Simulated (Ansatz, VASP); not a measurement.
## Two plane-wave programs on CaB6

```
Ca B
1.0
     4.18770    0.00000    0.00000
     0.00000    4.18770    0.00000
     0.00000    0.00000    4.18770
Ca B
1 6
Direct
  0.50000 0.50000 0.50000
  0.00000 0.00000 0.29837
  0.00000 0.00000 0.70163
  0.29837 0.00000 0.00000
  0.70163 0.00000 0.00000
  0.00000 0.29837 0.00000
  0.00000 0.70163 0.00000
```

Alike in both runs: task single point; functional PBE; k mesh 6 × 6 × 6; occupations fermi-dirac, width 0.02 eV; no spin polarisation.

```csv
,VASP,Ansatz
version,VASP 6.6.1,Ansatz 0.2.0
potentials or method,"VASP PAW PBE potentials, release 64 (Ca_sv, B)","plane waves, PAW"
plane-wave cutoff (eV),520,420
valence electrons in the cell,28,28
```

|  | VASP | Ansatz | Ansatz less VASP |
| --- | --- | --- | --- |
| pressure (GPa) | -4.2 | -4.3 | -0.09 |
| rms of the force components (eV/Å) | 0.071 | 0.078 | +0.0074 |

Atom by atom the forces differ by 0.007 eV/Å (rms over components). With one functional, cell and mesh, what is left measures potentials, basis and numerics.
